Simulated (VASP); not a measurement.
# KAlAs3 (Pm-3m) in VASP: further runs

Runs on KAlAs3. Level: PBE. Tasks: single point, relaxation of cell and atoms.

All numbers are computed with VASP 6.6.1; they aren't measurements. Logs are shortened: lines on timing, memory, paths and dates and some standing lists are left out, and cuts for length are marked.

## (1) The cell of the first run

It takes space group Pm-3m (No. 221, cubic). The conventional cell has a = 5.004 Å, b = 5.004 Å, c = 5.004 Å, α = 90.00°, β = 90.00°, γ = 90.00°. K (site symmetry m-3m) has 12 As at 3.54 Å and 8 Al at 4.33 Å within 4.7 Å. Within 3.3 Å of Al (site symmetry m-3m) lie 6 As at 2.50 Å. As (site symmetry 4/mmm) has 2 Al at 2.50 Å within 3.3 Å.

## (2) Single point, PBE

File INCAR:

```
SYSTEM = KAlAs3
  PREC = Accurate
  ENCUT = 520
  EDIFF = 1E-7
  ISMEAR = 0
  SIGMA = 0.1
  LREAL = .False.
  LASPH = .True.
  NELM = 80
  ALGO = Normal
  ISIF = 2
  LWAVE = .False.
  LCHARG = .True.
  GGA = PE
  LELF = .True.
  LVHAR = .True.
  NBANDS = 22
```

File KPOINTS:

```
regular mesh
0
Gamma
  4 4 4
  0 0 0
```

File POSCAR:

```
KAlAs3
1.0
    5.0041911687      0.0000000000      0.0000000000
    0.0000000000      5.0041911687      0.0000000000
    0.0000000000      0.0000000000      5.0041911687
K Al As
1 1 3
Direct
    0.0000000000      0.0000000000      0.0000000000
    0.5000000000      0.5000000000      0.5000000000
    0.0000000000      0.5000000000      0.5000000000
    0.5000000000      0.0000000000      0.5000000000
    0.5000000000      0.5000000000      0.0000000000
```

Potentials or basis: VASP PAW PBE potentials, release 64 (K_sv, Al, As).

Started as:

```console
$ cat potpaw_PBE.64/K_sv/POTCAR potpaw_PBE.64/Al/POTCAR potpaw_PBE.64/As/POTCAR > POTCAR
$ mpirun -np 1 vasp_std > vasp.out
```

OUTCAR:

```text
SYSTEM = KAlAs3
   PREC = Accurate
   ENCUT = 520
   EDIFF = 1E-7
   ISMEAR = 0
   LREAL = .False.
   LASPH = .True.
   NELM = 80
   ISIF = 2
   GGA = PE

 ion  position               nearest neighbor table
   1  0.000  0.000  0.000-
   2  0.500  0.500  0.500-   3 2.50   4 2.50   5 2.50   5 2.50   4 2.50   3 2.50
   3  0.000  0.500  0.500-   2 2.50   2 2.50
   4  0.500  0.000  0.500-   2 2.50   2 2.50
   5  0.500  0.500  0.000-   2 2.50   2 2.50

  LATTYP: Found a simple cubic cell.
 ALAT       =     5.0041911687

  Lattice vectors:

 A1 = (   5.0041911687,   0.0000000000,   0.0000000000)
 A2 = (   0.0000000000,   5.0041911687,   0.0000000000)
 A3 = (   0.0000000000,   0.0000000000,   5.0041911687)

Analysis of symmetry for initial positions (statically):
=====================================================================
 Subroutine PRICEL returns:
 Original cell was already a primitive cell.

 Routine SETGRP: Setting up the symmetry group for a
 simple cubic supercell.

 Subroutine GETGRP returns: Found 48 space group operations
 (whereof 48 operations were pure point group operations)
 out of a pool of 48 trial point group operations.

The static configuration has the point symmetry O_h .

Analysis of symmetry for dynamics (positions and initial velocities):
=====================================================================
 Subroutine PRICEL returns:
 Original cell was already a primitive cell.

 Routine SETGRP: Setting up the symmetry group for a
 simple cubic supercell.

 Subroutine GETGRP returns: Found 48 space group operations
 (whereof 48 operations were pure point group operations)
 out of a pool of 48 trial point group operations.

The dynamic configuration has the point symmetry O_h .

 Subroutine INISYM returns: Found 48 space group operations
 (whereof 48 operations are pure point group operations),
 and found     1 'primitive' translations

----------------------------------------------------------------------------------------

                                     Primitive cell

  volume of cell :     125.3146

  direct lattice vectors                    reciprocal lattice vectors
     5.004191169  0.000000000  0.000000000     0.199832494  0.000000000  0.000000000
     0.000000000  5.004191169  0.000000000     0.000000000  0.199832494  0.000000000
     0.000000000  0.000000000  5.004191169     0.000000000  0.000000000  0.199832494

  length of vectors
     5.004191169  5.004191169  5.004191169     0.199832494  0.199832494  0.199832494

  position of ions in fractional coordinates (direct lattice)
     0.000000000  0.000000000  0.000000000
     0.500000000  0.500000000  0.500000000
     0.000000000  0.500000000  0.500000000
     0.500000000  0.000000000  0.500000000
     0.500000000  0.500000000  0.000000000

  ion indices of the primitive-cell ions
   primitive index   ion index
                 1           1
                 2           2
                 3           3
                 4           4
                 5           5

----------------------------------------------------------------------------------------

 KPOINTS: regular mesh

Automatic generation of k-mesh.
 Grid dimensions read from file:
 generate k-points for:    4    4    4

 Generating k-lattice:

  Cartesian coordinates                     Fractional coordinates (reciprocal lattice)
     0.049958123  0.000000000  0.000000000     0.250000000  0.000000000  0.000000000
     0.000000000  0.049958123  0.000000000     0.000000000  0.250000000  0.000000000
     0.000000000  0.000000000  0.049958123     0.000000000  0.000000000  0.250000000

  Length of vectors
     0.049958123  0.049958123  0.049958123

  Shift w.r.t. Gamma in fractional coordinates (k-lattice)
     0.000000000  0.000000000  0.000000000

 Subroutine IBZKPT returns following result:
 ===========================================

 Found     10 irreducible k-points:

 Following reciprocal coordinates:
            Coordinates               Weight
  0.000000  0.000000  0.000000      1.000000
  0.250000  0.000000  0.000000      6.000000
  0.500000  0.000000  0.000000      3.000000
  0.250000  0.250000  0.000000     12.000000
  0.500000  0.250000  0.000000     12.000000
  0.500000  0.500000  0.000000      3.000000
  0.250000  0.250000  0.250000      8.000000
  0.500000  0.250000  0.250000     12.000000
  0.500000  0.500000  0.250000      6.000000
  0.500000  0.500000  0.500000      1.000000
   k-points           NKPTS =     10   k-points in BZ     NKDIM =     10   number of bands    NBANDS=     22
   number of dos      NEDOS =    301   number of ions     NIONS =      5
   total plane-waves  NPLWV =  64000
   dimension x,y,z NGX =    40 NGY =   40 NGZ =   40
   dimension x,y,z NGXF=    80 NGYF=   80 NGZF=   80
   ions per type =               1   1   3
   NGX,Y,Z   is equivalent  to a cutoff of  13.29, 13.29, 13.29 a.u.
   NGXF,Y,Z  is equivalent  to a cutoff of  26.58, 26.58, 26.58 a.u.
 SYSTEM =  KAlAs3
   PREC   = accura    normal or accurate (medium, high low for compatibility)
   ISTART =      0    job   : 0-new  1-cont  2-samecut
   ICHARG =      2    charge: 1-file 2-atom 10-const
   ISPIN  =      1    spin polarized calculation?
   LNONCOLLINEAR =      F non collinear calculations
   LSORBIT =      F    spin-orbit coupling
   LASPH  =      T    aspherical Exc in radial PAW
   ENCUT  =  520.0 eV  38.22 Ry    6.18 a.u.   9.30  9.30  9.30*2*pi/ulx,y,z
   NELM   =     80;   NELMIN=  2; NELMDL= -5     # of ELM steps
   EDIFF  = 0.1E-06   stopping-criterion for ELM
   LREAL  =      F    real-space projection
   EDIFFG = 0.1E-05   stopping-criterion for IOM
   NSW    =      0    number of steps for IOM
   IBRION =     -1    ionic relax: 0-MD 1-quasi-New 2-CG
   NFREE  =      0    steps in history (QN), initial steepest desc. (CG)
   ISIF   =      2    stress and relaxation
   ISYM   =      2    0-nonsym 1-usesym 2-fastsym
   POTIM  = 0.5000    time-step for ionic-motion
   TEBEG  =    0.0;   TEEND  =   0.0 temperature during run
   PSTRESS=    0.0 pullay stress
   NELECT =      27.0000    total number of electrons
   NUPDOWN=      -1.0000    fix difference up-down
   EMIN   =  10.00;   EMAX   =-10.00  energy-range for DOS
   EFERMI =   0.00;   METHOD = LEGACY
   ISMEAR =     0;   SIGMA  =   0.10  broadening in eV -4-tet -1-fermi 0-gaus
   EFERMI_NEDOS =   21; number of points for ismear=-14 and -15
   IALGO  =     38    algorithm
   IMIX   =      4    mixing-type and parameters
     AMIX     =   0.40;   BMIX     =  1.00
     AMIX_MAG =   1.60;   BMIX_MAG =  1.00
  volume/ion in A,a.u.               =      25.06       169.13
  Fermi-wavevector in a.u.,A,eV,Ry     =   0.981436  1.854646 13.105370  0.963218
  Thomas-Fermi vector in A             =   2.112443
   LORBIT       =      0    0 simple, 1 ext, 2 COOP (PROOUT), +10 PAW based schemes
   GGA     = PE    functional components
   LHFCALC =     F    Hartree Fock is set to
   AEXX    =    0.0000 exact exchange contribution
   IVDW    =     0    specifies the selected vdW correction
   LEPSILON=     F    determine dielectric tensor
   LRPA    =     F    only Hartree local field effects (RPA)
 non-spin polarized calculation
 Gauss-broadening in eV      SIGMA  =   0.10
  energy-cutoff  :      520.00
  volume of cell :      125.31
 maximum number of plane-waves:      3415
 NGX is ok and might be reduce to    40
   NGX = 19   NGY = 19   NGZ = 19

 number of electron      26.9999999 magnetization

 Free energy of the ion-electron system (eV)
  ---------------------------------------------------
  ext. energy  EPLUGINS =         0.00000000
  ---------------------------------------------------
  free energy    TOTEN  =       -18.21705032 eV

  energy without entropy =      -18.19942792  energy(sigma->0) =      -18.20823912

 E-fermi :   3.0845     XC(G=0):  -9.0307

 val. band max:        2.9280039774   @ k =   0.2500   0.2500   0.0000
 cond. band min:       3.1048112212   @ k =   0.2500   0.2500   0.0000
 fundamental gap:      0.1768072438
 Fermi energy:         3.0844636729

 k-point     1 :       0.0000    0.0000    0.0000
  band No.  band energies     occupation
      1     -26.7807      2.00000
      2     -10.3086      2.00000
      3     -10.3086      2.00000
      4     -10.3086      2.00000
      5      -9.1980      2.00000
      6      -6.3451      2.00000
[... 14 lines left out ...]
     21       7.4314      0.00000
     22       7.4314      0.00000

 k-point     2 :       0.2500    0.0000    0.0000
  band No.  band energies     occupation
      1     -26.7803      2.00000
      2     -10.3739      2.00000
      3     -10.3054      2.00000
      4     -10.3054      2.00000
      5      -8.8985      2.00000
      6      -6.8233      2.00000
[... 14 lines left out ...]
     21       8.8424      0.00000
     22       8.8425      0.00000

 k-point     3 :       0.5000    0.0000    0.0000
  band No.  band energies     occupation
      1     -26.7799      2.00000
      2     -10.4276      2.00000
      3     -10.3022      2.00000
      4     -10.3022      2.00000
      5      -8.4298      2.00000
      6      -7.4605      2.00000
[... 14 lines left out ...]
     21       9.1127      0.00000
     22      10.3090      0.00000

 k-point     4 :       0.2500    0.2500    0.0000
  band No.  band energies     occupation
      1     -26.7799      2.00000
      2     -10.3706      2.00000
      3     -10.3366      2.00000
      4     -10.3024      2.00000
      5      -8.6440      2.00000
      6      -6.8897      2.00000
[... 14 lines left out ...]
     21       9.3523      0.00000
     22       9.3588      0.00000

 k-point     5 :       0.5000    0.2500    0.0000
  band No.  band energies     occupation
      1     -26.7796      2.00000
      2     -10.3969      2.00000
      3     -10.3350      2.00000
      4     -10.2995      2.00000
      5      -8.2176      2.00000
      6      -7.3752      2.00000
[... 14 lines left out ...]
     21       9.8883      0.00000
     22       9.9740      0.00000

 k-point     6 :       0.5000    0.5000    0.0000
  band No.  band energies     occupation
      1     -26.7792      2.00000
      2     -10.3667      2.00000
      3     -10.3667      2.00000
      4     -10.2967      2.00000
      5      -7.7795      2.00000
      6      -7.2878      2.00000
[... 14 lines left out ...]
     21       9.4968      0.00000
     22      11.0101      0.00000

 k-point     7 :       0.2500    0.2500    0.2500
  band No.  band energies     occupation
      1     -26.7796      2.00000
      2     -10.3627      2.00000
      3     -10.3273      2.00000
      4     -10.3273      2.00000
      5      -8.4112      2.00000
      6      -6.8764      2.00000
[... 14 lines left out ...]
     21       8.8938      0.00000
     22      10.2699      0.00000

 k-point     8 :       0.5000    0.2500    0.2500
  band No.  band energies     occupation
      1     -26.7792      2.00000
      2     -10.3736      2.00000
      3     -10.3324      2.00000
      4     -10.3179      2.00000
      5      -8.0057      2.00000
      6      -7.3324      2.00000
[... 14 lines left out ...]
     21       9.7539      0.00000
     22       9.8908      0.00000

 k-point     9 :       0.5000    0.5000    0.2500
  band No.  band energies     occupation
      1     -26.7788      2.00000
      2     -10.3504      2.00000
      3     -10.3504      2.00000
      4     -10.3154      2.00000
      5      -7.5688      2.00000
      6      -7.2890      2.00000
[... 14 lines left out ...]
     21       9.7418      0.00000
     22      10.0806      0.00000

 k-point    10 :       0.5000    0.5000    0.5000
  band No.  band energies     occupation
      1     -26.7784      2.00000
      2     -10.3338      2.00000
      3     -10.3338      2.00000
      4     -10.3338      2.00000
      5      -7.2902      2.00000
      6      -7.2902      2.00000
[... 14 lines left out ...]
     21       9.5563      0.00000
     22       9.5563      0.00000

------------------------ aborting loop because EDIFF is reached ----------------------------------------

  FORCE on cell =-STRESS in cart. coord.  units (eV):
  Direction    XX          YY          ZZ          XY          YZ          ZX
  --------------------------------------------------------------------------------------
  -------------------------------------------------------------------------------------
  Total        0.0940038      0.0940038      0.0940038     -0.0000000     -0.0000000      0.0000000
  in kB        1.2018609      1.2018609      1.2018609     -0.0000000     -0.0000000      0.0000000
  external PRESSURE =       1.2018609 kB  Pullay stress =       0.0000000 kB

 VOLUME and BASIS-vectors are now :
 -----------------------------------------------------------------------------
  energy-cutoff  :      520.00
  volume of cell :      125.31
      direct lattice vectors                 reciprocal lattice vectors
     5.004191169  0.000000000  0.000000000     0.199832494  0.000000000  0.000000000
     0.000000000  5.004191169  0.000000000     0.000000000  0.199832494  0.000000000
     0.000000000  0.000000000  5.004191169     0.000000000  0.000000000  0.199832494

 POSITION                                       TOTAL-FORCE (eV/Angst)
 -----------------------------------------------------------------------------------
      0.00000      0.00000      0.00000         0.000000      0.000000      0.000000
      2.50210      2.50210      2.50210         0.000000      0.000000      0.000000
      0.00000      2.50210      2.50210         0.000000      0.000000      0.000000
      2.50210      0.00000      2.50210         0.000000      0.000000      0.000000
      2.50210      2.50210      0.00000         0.000000      0.000000      0.000000
 -----------------------------------------------------------------------------------
    total drift:                                0.000000     -0.000000     -0.000000

  FREE ENERGIE OF THE ION-ELECTRON SYSTEM (eV)
  ---------------------------------------------------
  free  energy   TOTEN  =       -18.2170503218 eV

  energy  without entropy=      -18.1994279175  energy(sigma->0) =      -18.20823912
```

Run time: 29 s. Hardware: 1 thread of Intel Xeon Platinum 8488C (Sapphire Rapids), shared host; peak memory 0.24 GiB.

Results:

```yaml
Free_energy: -18.2171 eV
Pressure: 0.1 GPa
```

[end of part 1 of 2]
